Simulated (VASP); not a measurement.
# Li (Fm-3m) in VASP: a series of runs

The runs below take Li through single point, equation of state, with BLYP, revPBE.

All numbers are computed with VASP 6.6.1; they aren't measurements. Logs are shortened: lines on timing, memory, paths and dates and some standing lists are left out, and cuts for length are marked.

## (1) The cell of the first run

The structure is cubic, space group Fm-3m (No. 225). The conventional cell has a = 4.404 Å, b = 4.404 Å, c = 4.404 Å, α = 90.00°, β = 90.00°, γ = 90.00°. Li (site symmetry m-3m) has 12 Li at 3.11 Å within 4.1 Å.

This isn't the form of Li at room conditions, which is bcc.

## (2) Single point, BLYP

POSCAR reads:

```
Li
1.0
    0.0000000000      2.2020000000      2.2020000000
    2.2020000000      0.0000000000      2.2020000000
    2.2020000000      2.2020000000      0.0000000000
Li
1
Direct
    0.0000000000      0.0000000000      0.0000000000
```

INCAR.step1 reads:

```
PREC = Accurate ; ENCUT = 650
EDIFF = 1E-6 ; ISMEAR = 1
SIGMA = 0.1 ; LREAL = F
LASPH = T ; NELM = 120
ALGO = Normal ; ISIF = 2
LWAVE = F ; LCHARG = T
GGA = B5 ; ALDAX = 1.0
AGGAX = 1.0 ; AGGAC = 1.0
ALDAC = 0.0 ; NBANDS = 8
GGA_COMPAT = F ; NEDOS = 2001
LORBIT = 11
```

KPOINTS.step1 reads:

```
Automatic mesh
0
Gamma
  10 10 10
```

INCAR.step2 reads:

```
PREC = Accurate ; ENCUT = 650
EDIFF = 1E-6 ; ISMEAR = -5
SIGMA = 0.1 ; LREAL = F
LASPH = T ; NELM = 120
ALGO = Normal ; ISIF = 2
LWAVE = F ; LCHARG = F
GGA = B5 ; ALDAX = 1.0
AGGAX = 1.0 ; AGGAC = 1.0
ALDAC = 0.0 ; LORBIT = 10
NBANDS = 8 ; NEDOS = 2001
ICHARG = 11 ; GGA_COMPAT = F
```

KPOINTS.step2 reads:

```
Automatic mesh
0
Gamma
  15 15 15
```

Potentials or basis: VASP PAW PBE potentials, release 64 (Li_sv).

Launch:

```
cat potpaw_PBE.64/Li_sv/POTCAR > POTCAR
cp INCAR.step1 INCAR
cp KPOINTS.step1 KPOINTS
mpirun -np 1 vasp_std > vasp.out
cp INCAR.step2 INCAR
cp KPOINTS.step2 KPOINTS
mpirun -np 1 vasp_std > vasp.out
```

OUTCAR:

```text
PREC = Accurate
   ENCUT = 650
   EDIFF = 1E-6
   ISMEAR = -5
   LREAL = F
   LASPH = T
   NELM = 120
   ISIF = 2
   GGA = B5
   LORBIT = 10
   ICHARG = 11

 ion  position               nearest neighbor table
   1  0.000  0.000  0.000-

  LATTYP: Found a face centered cubic cell.
 ALAT       =     4.4040000000

  Lattice vectors:

 A1 = (   0.0000000000,   2.2020000000,   2.2020000000)
 A2 = (   2.2020000000,   0.0000000000,   2.2020000000)
 A3 = (   2.2020000000,   2.2020000000,   0.0000000000)

Analysis of symmetry for initial positions (statically):
=====================================================================
 Subroutine PRICEL returns:
 Original cell was already a primitive cell.

 Routine SETGRP: Setting up the symmetry group for a
 face centered cubic supercell.

 Subroutine GETGRP returns: Found 48 space group operations
 (whereof 48 operations were pure point group operations)
 out of a pool of 48 trial point group operations.

The static configuration has the point symmetry O_h .

Analysis of symmetry for dynamics (positions and initial velocities):
=====================================================================
 Subroutine PRICEL returns:
 Original cell was already a primitive cell.

 Routine SETGRP: Setting up the symmetry group for a
 face centered cubic supercell.

 Subroutine GETGRP returns: Found 48 space group operations
 (whereof 48 operations were pure point group operations)
 out of a pool of 48 trial point group operations.

The dynamic configuration has the point symmetry O_h .

 Subroutine INISYM returns: Found 48 space group operations
 (whereof 48 operations are pure point group operations),
 and found     1 'primitive' translations

----------------------------------------------------------------------------------------

                                     Primitive cell

  volume of cell :      21.3541

  direct lattice vectors                    reciprocal lattice vectors
     0.000000000  2.202000000  2.202000000    -0.227066303  0.227066303  0.227066303
     2.202000000  0.000000000  2.202000000     0.227066303 -0.227066303  0.227066303
     2.202000000  2.202000000  0.000000000     0.227066303  0.227066303 -0.227066303

  length of vectors
     3.114098264  3.114098264  3.114098264     0.393290374  0.393290374  0.393290374

[... 84 lines left out ...]
   IBRION =     -1    ionic relax: 0-MD 1-quasi-New 2-CG
   NFREE  =      0    steps in history (QN), initial steepest desc. (CG)
   ISIF   =      2    stress and relaxation
   ISYM   =      2    0-nonsym 1-usesym 2-fastsym
   POTIM  = 0.5000    time-step for ionic-motion
   TEBEG  =    0.0;   TEEND  =   0.0 temperature during run
   PSTRESS=    0.0 pullay stress
   NELECT =       3.0000    total number of electrons
   NUPDOWN=      -1.0000    fix difference up-down
   EMIN   =  10.00;   EMAX   =-10.00  energy-range for DOS
   EFERMI =   0.00;   METHOD = LEGACY
   ISMEAR =    -5;   SIGMA  =   0.10  broadening in eV -4-tet -1-fermi 0-gaus
   EFERMI_NEDOS =   21; number of points for ismear=-14 and -15
   IALGO  =     38    algorithm
   IMIX   =      4    mixing-type and parameters
     AMIX     =   0.40;   BMIX     =  1.00
     AMIX_MAG =   1.60;   BMIX_MAG =  1.00
  volume/ion in A,a.u.               =      21.35       144.10
  Fermi-wavevector in a.u.,A,eV,Ry     =   0.851049  1.608250  9.854489  0.724285
  Thomas-Fermi vector in A             =   1.967122
   LORBIT       =     10    0 simple, 1 ext, 2 COOP (PROOUT), +10 PAW based schemes
   GGA     = B5    functional components
   LHFCALC =     F    Hartree Fock is set to
   AEXX    =    0.0000 exact exchange contribution
   IVDW    =     0    specifies the selected vdW correction
   LEPSILON=     F    determine dielectric tensor
   LRPA    =     F    only Hartree local field effects (RPA)
 non-spin polarized calculation
 Fermi weights with tetrahedron method with Bloechl corrections
  energy-cutoff  :      650.00
  volume of cell :       21.35
 maximum number of plane-waves:       821
 NGX is ok and might be reduce to    28

 number of electron       2.9999998 magnetization

 Free energy of the ion-electron system (eV)
  ---------------------------------------------------
  ext. energy  EPLUGINS =         0.00000000
  ---------------------------------------------------
  free energy    TOTEN  =        -1.56453221 eV

  energy without entropy =       -1.56453221  energy(sigma->0) =       -1.56453221

 E-fermi :   0.9066     XC(G=0):  -6.5216

 val. band max:        0.8345215790   @ k =   0.4667   0.3333   0.0667
 cond. band min:       0.9269214287   @ k =  -0.3333   0.2000   0.0667
 fundamental gap:      0.0923998497
 Fermi energy:         0.9066124116

 k-point     1 :       0.0000    0.0000    0.0000
  band No.  band energies     occupation
      1     -46.4123      2.00000
      2      -2.5690      2.00000
      3      14.4429      0.00000
      4      14.4429      0.00000
      5      14.4429      0.00000
      6      18.5955      0.00000
      7      18.5955      0.00000
      8      18.5955      0.00000
[... 243 lines left out ...]
 k-point    24 :       0.2000    0.1333    0.0000
  band No.  band energies     occupation
      1     -46.4073      2.00000
      2      -1.8681      2.00000
      3      11.3191      0.00000
      4      12.0833      0.00000
      5      14.2158      0.00000
      6      15.3125      0.00000
      7      17.0438      0.00000
      8      21.8458      0.00000

 [... further k-points ...]

------------------------ aborting loop because EDIFF is reached ----------------------------------------

  FORCE on cell =-STRESS in cart. coord.  units (eV):
  Direction    XX          YY          ZZ          XY          YZ          ZX
  --------------------------------------------------------------------------------------
  -------------------------------------------------------------------------------------
  Total       -0.1304899     -0.1304899     -0.1304899      0.0000000      0.0000000      0.0000000
  in kB       -9.7905136     -9.7905136     -9.7905136      0.0000000      0.0000000      0.0000000
  external PRESSURE =      -9.7905136 kB  Pullay stress =       0.0000000 kB

 VOLUME and BASIS-vectors are now :
 -----------------------------------------------------------------------------
  energy-cutoff  :      650.00
  volume of cell :       21.35
      direct lattice vectors                 reciprocal lattice vectors
     0.000000000  2.202000000  2.202000000    -0.227066303  0.227066303  0.227066303
     2.202000000  0.000000000  2.202000000     0.227066303 -0.227066303  0.227066303
     2.202000000  2.202000000  0.000000000     0.227066303  0.227066303 -0.227066303

 POSITION                                       TOTAL-FORCE (eV/Angst)
 -----------------------------------------------------------------------------------
      0.00000      0.00000      0.00000         0.000000     -0.000000      0.000000
 -----------------------------------------------------------------------------------
    total drift:                               -0.000000     -0.000000     -0.000000

  FREE ENERGIE OF THE ION-ELECTRON SYSTEM (eV)
  ---------------------------------------------------
  free  energy   TOTEN  =        -1.5645322061 eV

  energy  without entropy=       -1.5645322061  energy(sigma->0) =       -1.56453221

 total charge

# of ion       s       p       d       tot
------------------------------------------
    1        2.033   0.043   0.000   2.076
```

OUTCAR.step1:

```text
PREC = Accurate
   ENCUT = 650
   EDIFF = 1E-6
   ISMEAR = 1
   LREAL = F
   LASPH = T
   NELM = 120
[... 483 lines left out ...]
      0.00000      0.00000      0.00000         0.000000     -0.000000     -0.000000
 -----------------------------------------------------------------------------------
    total drift:                               -0.000000     -0.000000     -0.000000

  FREE ENERGIE OF THE ION-ELECTRON SYSTEM (eV)
  ---------------------------------------------------
  free  energy   TOTEN  =        -1.5637116209 eV

  energy  without entropy=       -1.5629452508  energy(sigma->0) =       -1.56345616

 total charge

# of ion       s       p       d       tot
------------------------------------------
    1        2.033   0.042   0.000   2.076
```

Wall time 28 s (1 thread of Intel Xeon Platinum 8488C (Sapphire Rapids), shared host); peak memory 0.14 GiB.

What came out:

```
Valence electrons inside the program's atomic spheres : Li 2.08
```

Caveat: the PAW data sets were made with another functional, which shifts forces and pressure a little; tetrahedron occupations give inexact forces and stress in metals.

## (3) Equation of state, revPBE

POSCAR.step1 reads:

```
Li
1.0
    0.0000000000      2.1338527426      2.1338527426
    2.1338527426      0.0000000000      2.1338527426
    2.1338527426      2.1338527426      0.0000000000
Li
1
Direct
    0.0000000000      0.0000000000      0.0000000000
```

POSCAR.step2 reads:

```
Li
1.0
    0.0000000000      2.1570486114      2.1570486114
    2.1570486114      0.0000000000      2.1570486114
    2.1570486114      2.1570486114      0.0000000000
Li
1
Direct
    0.0000000000      0.0000000000      0.0000000000
```

POSCAR.step3 reads:

```
Li
1.0
    0.0000000000      2.1797560549      2.1797560549
    2.1797560549      0.0000000000      2.1797560549
    2.1797560549      2.1797560549      0.0000000000
Li
1
Direct
    0.0000000000      0.0000000000      0.0000000000
```

POSCAR.step4 reads:

```
Li
1.0
    0.0000000000      2.2020000000      2.2020000000
    2.2020000000      0.0000000000      2.2020000000
    2.2020000000      2.2020000000      0.0000000000
Li
1
Direct
    0.0000000000      0.0000000000      0.0000000000
```

POSCAR.step5 reads:

```
Li
1.0
    0.0000000000      2.2238033982      2.2238033982
    2.2238033982      0.0000000000      2.2238033982
    2.2238033982      2.2238033982      0.0000000000
Li
1
Direct
    0.0000000000      0.0000000000      0.0000000000
```

POSCAR.step6 reads:

```
Li
1.0
    0.0000000000      2.2451874350      2.2451874350
    2.2451874350      0.0000000000      2.2451874350
    2.2451874350      2.2451874350      0.0000000000
Li
1
Direct
    0.0000000000      0.0000000000      0.0000000000
```

POSCAR.step7 reads:

```
Li
1.0
    0.0000000000      2.2661717114      2.2661717114
    2.2661717114      0.0000000000      2.2661717114
    2.2661717114      2.2661717114      0.0000000000
Li
1
Direct
    0.0000000000      0.0000000000      0.0000000000
```

INCAR reads:

```
GGA = RE
ISMEAR = 1
SIGMA = 0.1
LWAVE = False
LCHARG = False
ISIF = 2
NSW = 0
ENCUT = 700
PREC = Accurate
LASPH = True
LREAL = False
ALGO = Normal
EDIFF = 1E-7
NELM = 120
GGA_COMPAT = False
```

KPOINTS reads:

```
k-points
0
Gamma
  13 13 13
```

Potentials or basis: VASP PAW PBE potentials, release 64 (Li_sv_GW).

Launch:

```
cat potpaw_PBE.64/Li_sv_GW/POTCAR > POTCAR
cp POSCAR.step1 POSCAR
mpirun -np 1 vasp_std > vasp.out
cp POSCAR.step2 POSCAR
mpirun -np 1 vasp_std > vasp.out
cp POSCAR.step3 POSCAR
mpirun -np 1 vasp_std > vasp.out
cp POSCAR.step4 POSCAR
mpirun -np 1 vasp_std > vasp.out
cp POSCAR.step5 POSCAR
mpirun -np 1 vasp_std > vasp.out
cp POSCAR.step6 POSCAR
mpirun -np 1 vasp_std > vasp.out
cp POSCAR.step7 POSCAR
mpirun -np 1 vasp_std > vasp.out
```

It took 36 s on 1 thread of Intel Xeon 6975P-C (Granite Rapids), shared host; peak memory 0.15 GiB.

It converged, with:

| Property | Result |
| --- | --- |
| Equilibrium volume | 21.10 Å³/atom |
| Bulk modulus | 12.9 GPa |
| Pressure derivative of the bulk modulus | 3.3 |

Energy against volume, from the lowest point:
```
volume (Å³/atom)  energy (meV/atom)
          19.432               5.88
          20.073               2.06
          20.714               0.19
          21.354               0.00
          21.995               1.31
          22.635               3.93
          23.276               7.69
```

Caveat: the PAW data sets were made with another functional, which shifts forces and pressure a little.
